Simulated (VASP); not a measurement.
# GaP (v.bh) (F-43m) in VASP: further runs

GaP (v.bh) is run at these levels: PBE; tasks: single point.

Program: VASP 6.6.1. These are calculated values, not measurements. Logs are shortened: lines on timing, memory, paths and dates and some standing lists are left out, and cuts for length are marked.

## (1) The cell of the first run

The structure is cubic, space group F-43m (No. 216). Conventional cell: a = 5.507 Å, b = 5.507 Å, c = 5.507 Å, α = 90.00°, β = 90.00°, γ = 90.00°. Within 3.1 Å of Ga (site symmetry -43m) lie 4 P at 2.38 Å. P (site symmetry -43m) has 4 Ga at 2.38 Å within 3.1 Å.

## (2) Single point, PBE

The input, INCAR:

```
PREC = Accurate ; ENCUT = 500
EDIFF = 1E-6 ; ISMEAR = 0
SIGMA = 0.02 ; LREAL = False
LASPH = True ; NELM = 120
ALGO = Normal ; ISIF = 2
LWAVE = False ; LCHARG = False
GGA = PE ; NBANDS = 16
GGA_COMPAT = False
```

The input, KPOINTS:

```
Automatic mesh
0
Gamma
  8 8 8
```

The input, POSCAR:

```
GaP
1.0
    0.0000000000      2.7532933682      2.7532933682
    2.7532933682      0.0000000000      2.7532933682
    2.7532933682      2.7532933682      0.0000000000
Ga P
1 1
Direct
    0.0000000000      0.0000000000      0.0000000000
    0.2500000000      0.2500000000      0.2500000000
```

Potentials or basis: VASP PAW PBE potentials, release 64 (Ga_d, P).

Started as:

```console
$ cat potpaw_PBE.64/Ga_d/POTCAR potpaw_PBE.64/P/POTCAR > POTCAR
$ mpirun -np 1 vasp_std > vasp.out
```

OUTCAR:

```text
PREC = Accurate
   ENCUT = 500
   EDIFF = 1E-6
   ISMEAR = 0
   LREAL = False
   LASPH = True
   NELM = 120
   ISIF = 2
   GGA = PE

 ion  position               nearest neighbor table
   1  0.000  0.000  0.000-   2 2.38   2 2.38   2 2.38   2 2.38
   2  0.250  0.250  0.250-   1 2.38   1 2.38   1 2.38   1 2.38

  LATTYP: Found a face centered cubic cell.
 ALAT       =     5.5065867364

  Lattice vectors:

 A1 = (   0.0000000000,   2.7532933682,   2.7532933682)
 A2 = (   2.7532933682,   0.0000000000,   2.7532933682)
 A3 = (   2.7532933682,   2.7532933682,   0.0000000000)

Analysis of symmetry for initial positions (statically):
=====================================================================
 Subroutine PRICEL returns:
 Original cell was already a primitive cell.

 Routine SETGRP: Setting up the symmetry group for a
 face centered cubic supercell.

 Subroutine GETGRP returns: Found 24 space group operations
 (whereof 24 operations were pure point group operations)
 out of a pool of 48 trial point group operations.

The static configuration has the point symmetry T_d .

Analysis of symmetry for dynamics (positions and initial velocities):
=====================================================================
 Subroutine PRICEL returns:
 Original cell was already a primitive cell.

 Routine SETGRP: Setting up the symmetry group for a
 face centered cubic supercell.

 Subroutine GETGRP returns: Found 24 space group operations
 (whereof 24 operations were pure point group operations)
 out of a pool of 48 trial point group operations.

The dynamic configuration has the point symmetry T_d .

 Subroutine INISYM returns: Found 24 space group operations
 (whereof 24 operations are pure point group operations),
 and found     1 'primitive' translations

----------------------------------------------------------------------------------------

                                     Primitive cell

  volume of cell :      41.7434

  direct lattice vectors                    reciprocal lattice vectors
     0.000000000  2.753293368  2.753293368    -0.181600699  0.181600699  0.181600699
     2.753293368  0.000000000  2.753293368     0.181600699 -0.181600699  0.181600699
     2.753293368  2.753293368  0.000000000     0.181600699  0.181600699 -0.181600699

  length of vectors
     3.893744823  3.893744823  3.893744823     0.314541637  0.314541637  0.314541637

  position of ions in fractional coordinates (direct lattice)
     0.000000000  0.000000000  0.000000000
     0.250000000  0.250000000  0.250000000

  ion indices of the primitive-cell ions
   primitive index   ion index
                 1           1
                 2           2

----------------------------------------------------------------------------------------

 KPOINTS: Automatic mesh

Automatic generation of k-mesh.
 Grid dimensions read from file:
 generate k-points for:    8    8    8

 Generating k-lattice:

  Cartesian coordinates                     Fractional coordinates (reciprocal lattice)
    -0.022700087  0.022700087  0.022700087     0.125000000  0.000000000  0.000000000
     0.022700087 -0.022700087  0.022700087     0.000000000  0.125000000  0.000000000
     0.022700087  0.022700087 -0.022700087     0.000000000  0.000000000  0.125000000

  Length of vectors
     0.039317705  0.039317705  0.039317705

  Shift w.r.t. Gamma in fractional coordinates (k-lattice)
     0.000000000  0.000000000  0.000000000

 Subroutine IBZKPT returns following result:
 ===========================================

 Found     29 irreducible k-points:

 Following reciprocal coordinates:
            Coordinates               Weight
  0.000000  0.000000  0.000000      1.000000
  0.125000  0.000000  0.000000      8.000000
  0.250000  0.000000  0.000000      8.000000
  0.375000  0.000000  0.000000      8.000000
  0.500000  0.000000  0.000000      4.000000
  0.125000  0.125000  0.000000      6.000000
[... 16 lines left out ...]
  0.500000  0.250000  0.125000     48.000000
 -0.375000  0.250000  0.125000     24.000000
 [... further k-points ...]
   k-points           NKPTS =     29   k-points in BZ     NKDIM =     29   number of bands    NBANDS=     16
   number of dos      NEDOS =    301   number of ions     NIONS =      2
   total plane-waves  NPLWV =  21952
   dimension x,y,z NGX =    28 NGY =   28 NGZ =   28
   dimension x,y,z NGXF=    56 NGYF=   56 NGZF=   56
   ions per type =               1   1
   NGX,Y,Z   is equivalent  to a cutoff of  11.95, 11.95, 11.95 a.u.
   NGXF,Y,Z  is equivalent  to a cutoff of  23.91, 23.91, 23.91 a.u.
 SYSTEM =  unknown system
   PREC   = accura    normal or accurate (medium, high low for compatibility)
   ISTART =      0    job   : 0-new  1-cont  2-samecut
   ICHARG =      2    charge: 1-file 2-atom 10-const
   ISPIN  =      1    spin polarized calculation?
   LNONCOLLINEAR =      F non collinear calculations
   LSORBIT =      F    spin-orbit coupling
   LASPH  =      T    aspherical Exc in radial PAW
   ENCUT  =  500.0 eV  36.75 Ry    6.06 a.u.   7.10  7.10  7.10*2*pi/ulx,y,z
   NELM   =    120;   NELMIN=  2; NELMDL= -5     # of ELM steps
   EDIFF  = 0.1E-05   stopping-criterion for ELM
   LREAL  =      F    real-space projection
   EDIFFG = 0.1E-04   stopping-criterion for IOM
   NSW    =      0    number of steps for IOM
   IBRION =     -1    ionic relax: 0-MD 1-quasi-New 2-CG
   NFREE  =      0    steps in history (QN), initial steepest desc. (CG)
   ISIF   =      2    stress and relaxation
   ISYM   =      2    0-nonsym 1-usesym 2-fastsym
   POTIM  = 0.5000    time-step for ionic-motion
   TEBEG  =    0.0;   TEEND  =   0.0 temperature during run
   PSTRESS=    0.0 pullay stress
   NELECT =      18.0000    total number of electrons
   NUPDOWN=      -1.0000    fix difference up-down
   EMIN   =  10.00;   EMAX   =-10.00  energy-range for DOS
   EFERMI =   0.00;   METHOD = LEGACY
   ISMEAR =     0;   SIGMA  =   0.02  broadening in eV -4-tet -1-fermi 0-gaus
   EFERMI_NEDOS =   21; number of points for ismear=-14 and -15
   IALGO  =     38    algorithm
   IMIX   =      4    mixing-type and parameters
     AMIX     =   0.40;   BMIX     =  1.00
     AMIX_MAG =   1.60;   BMIX_MAG =  1.00
  volume/ion in A,a.u.               =      20.87       140.85
  Fermi-wavevector in a.u.,A,eV,Ry     =   1.236811  2.337233 20.812836  1.529700
  Thomas-Fermi vector in A             =   2.371404
   LORBIT       =      0    0 simple, 1 ext, 2 COOP (PROOUT), +10 PAW based schemes
   GGA     = PE    functional components
   LHFCALC =     F    Hartree Fock is set to
   AEXX    =    0.0000 exact exchange contribution
   IVDW    =     0    specifies the selected vdW correction
   LEPSILON=     F    determine dielectric tensor
   LRPA    =     F    only Hartree local field effects (RPA)
 non-spin polarized calculation
 Gauss-broadening in eV      SIGMA  =   0.02
  energy-cutoff  :      500.00
  volume of cell :       41.74
 maximum number of plane-waves:      1068
   NGX = 15   NGY = 15   NGZ = 15

 number of electron      18.0000009 magnetization

 Free energy of the ion-electron system (eV)
  ---------------------------------------------------
  ext. energy  EPLUGINS =         0.00000000
  ---------------------------------------------------
  free energy    TOTEN  =        -9.12546151 eV

  energy without entropy =       -9.12546151  energy(sigma->0) =       -9.12546151

 E-fermi :   4.4988     XC(G=0):  -9.6938

 val. band max:        4.3438705411   @ k =   0.0000   0.0000   0.0000
 cond. band min:       5.9171467607   @ k =   0.0000   0.0000   0.0000
 fundamental gap:      1.5732762196
 Fermi energy:         4.4987678324

 k-point     1 :       0.0000    0.0000    0.0000
  band No.  band energies     occupation
      1     -10.1586      2.00000
      2     -10.1586      2.00000
      3     -10.1586      2.00000
      4     -10.0680      2.00000
      5     -10.0680      2.00000
      6      -7.9211      2.00000
[... 8 lines left out ...]
     15      14.0883      0.00000
     16      14.0883      0.00000

 k-point     2 :       0.1250    0.0000    0.0000
  band No.  band energies     occupation
      1     -10.1704      2.00000
      2     -10.1544      2.00000
      3     -10.1544      2.00000
      4     -10.0680      2.00000
      5     -10.0680      2.00000
      6      -7.7269      2.00000
[... 8 lines left out ...]
     15      13.4829      0.00000
     16      13.9003      0.00000

 k-point     3 :       0.2500    0.0000    0.0000
  band No.  band energies     occupation
      1     -10.1967      2.00000
      2     -10.1453      2.00000
      3     -10.1453      2.00000
      4     -10.0668      2.00000
      5     -10.0668      2.00000
      6      -7.1769      2.00000
[... 8 lines left out ...]
     15      13.2988      0.00000
     16      14.1883      0.00000

 k-point     4 :       0.3750    0.0000    0.0000
  band No.  band energies     occupation
      1     -10.2209      2.00000
      2     -10.1384      2.00000
      3     -10.1384      2.00000
      4     -10.0635      2.00000
      5     -10.0635      2.00000
      6      -6.4145      2.00000
[... 8 lines left out ...]
     15      14.4537      0.00000
     16      14.4537      0.00000

 k-point     5 :       0.5000    0.0000    0.0000
  band No.  band energies     occupation
      1     -10.2304      2.00000
      2     -10.1362      2.00000
      3     -10.1362      2.00000
      4     -10.0614      2.00000
      5     -10.0614      2.00000
      6      -5.9543      2.00000
[... 8 lines left out ...]
     15      15.9314      0.00000
     16      15.9314      0.00000

 k-point     6 :       0.1250    0.1250    0.0000
  band No.  band energies     occupation
      1     -10.1783      2.00000
      2     -10.1504      2.00000
      3     -10.1504      2.00000
      4     -10.0716      2.00000
      5     -10.0651      2.00000
      6      -7.6623      2.00000
[... 8 lines left out ...]
     15      14.2540      0.00000
     16      14.3295      0.00000

 k-point     7 :       0.2500    0.1250    0.0000
  band No.  band energies     occupation
      1     -10.1992      2.00000
      2     -10.1427      2.00000
      3     -10.1409      2.00000
      4     -10.0743      2.00000
      5     -10.0624      2.00000
      6      -7.2293      2.00000
[... 8 lines left out ...]
     15      14.3250      0.00000
     16      15.3367      0.00000

 k-point     8 :       0.3750    0.1250    0.0000
  band No.  band energies     occupation
      1     -10.2203      2.00000
      2     -10.1366      2.00000
      3     -10.1329      2.00000
      4     -10.0727      2.00000
      5     -10.0599      2.00000
      6      -6.5195      2.00000
[... 8 lines left out ...]
     15      15.0790      0.00000
     16      15.1523      0.00000

 k-point     9 :       0.5000    0.1250    0.0000
  band No.  band energies     occupation
      1     -10.2319      2.00000
      2     -10.1340      2.00000
      3     -10.1302      2.00000
      4     -10.0674      2.00000
      5     -10.0602      2.00000
      6      -5.8767      2.00000
[... 8 lines left out ...]
     15      15.9328      0.00000
     16      16.1102      0.00000
[... 172 lines left out ...]
 k-point    19 :       0.5000    0.3750    0.0000
  band No.  band energies     occupation
      1     -10.2572      2.00000
      2     -10.1082      2.00000
      3     -10.1043      2.00000
      4     -10.0932      2.00000
      5     -10.0513      2.00000
      6      -5.2974      2.00000
[... 8 lines left out ...]
     15      16.2645      0.00000
     16      17.3526      0.00000

 k-point    20 :      -0.3750    0.3750    0.0000
  band No.  band energies     occupation
      1     -10.2498      2.00000
      2     -10.1171      2.00000
      3     -10.1080      2.00000
      4     -10.0849      2.00000
      5     -10.0569      2.00000
      6      -5.1336      2.00000
[... 8 lines left out ...]
     15      14.6922      0.00000
     16      18.7561      0.00000

 k-point    21 :       0.5000    0.5000    0.0000
  band No.  band energies     occupation
      1     -10.2645      2.00000
      2     -10.0999      2.00000
      3     -10.0999      2.00000
      4     -10.0993      2.00000
      5     -10.0484      2.00000
      6      -5.0962      2.00000
[... 8 lines left out ...]
     15      16.6732      0.00000
     16      17.2070      0.00000

 k-point    22 :       0.3750    0.2500    0.1250
  band No.  band energies     occupation
      1     -10.2179      2.00000
      2     -10.1345      2.00000
      3     -10.1310      2.00000
      4     -10.0774      2.00000
      5     -10.0598      2.00000
      6      -6.7084      2.00000
[... 8 lines left out ...]
     15      15.3442      0.00000
     16      16.5695      0.00000

 k-point    23 :       0.5000    0.2500    0.1250
  band No.  band energies     occupation
      1     -10.2318      2.00000
      2     -10.1311      2.00000
      3     -10.1227      2.00000
      4     -10.0755      2.00000
      5     -10.0599      2.00000
      6      -5.9917      2.00000
[... 8 lines left out ...]
     15      15.7209      0.00000
     16      17.0390      0.00000

 k-point    24 :      -0.3750    0.2500    0.1250
  band No.  band energies     occupation
      1     -10.2370      2.00000
      2     -10.1306      2.00000
      3     -10.1198      2.00000
      4     -10.0724      2.00000
      5     -10.0614      2.00000
      6      -5.5660      2.00000
[... 8 lines left out ...]
     15      16.2358      0.00000
     16      16.6762      0.00000

 [... further k-points ...]
[... 5 lines left out ...]
  --------------------------------------------------------------------------------------
  -------------------------------------------------------------------------------------
  Total       -0.0259589     -0.0259589     -0.0259589     -0.0000000     -0.0000000      0.0000000
  in kB       -0.9963452     -0.9963452     -0.9963452     -0.0000000     -0.0000000      0.0000000
  external PRESSURE =      -0.9963452 kB  Pullay stress =       0.0000000 kB

 VOLUME and BASIS-vectors are now :
 -----------------------------------------------------------------------------
  energy-cutoff  :      500.00
  volume of cell :       41.74
      direct lattice vectors                 reciprocal lattice vectors
     0.000000000  2.753293368  2.753293368    -0.181600699  0.181600699  0.181600699
     2.753293368  0.000000000  2.753293368     0.181600699 -0.181600699  0.181600699
     2.753293368  2.753293368  0.000000000     0.181600699  0.181600699 -0.181600699

 POSITION                                       TOTAL-FORCE (eV/Angst)
 -----------------------------------------------------------------------------------
      0.00000      0.00000      0.00000         0.000000      0.000000      0.000000
      1.37665      1.37665      1.37665        -0.000000     -0.000000     -0.000000
 -----------------------------------------------------------------------------------
    total drift:                                0.000001      0.000001      0.000001

  FREE ENERGIE OF THE ION-ELECTRON SYSTEM (eV)
  ---------------------------------------------------
  free  energy   TOTEN  =        -9.1254615117 eV

  energy  without entropy=       -9.1254615117  energy(sigma->0) =       -9.12546151
```

It took 8.2 s on 1 thread of Intel Xeon 6975P-C (Granite Rapids), shared host; peak memory 0.16 GiB.

Results:

- Free energy: -9.1255 eV
- Pressure: -0.1 GPa
- Band gap on the k mesh: 1.57 eV, direct

(Continued in part 2 of 2.)
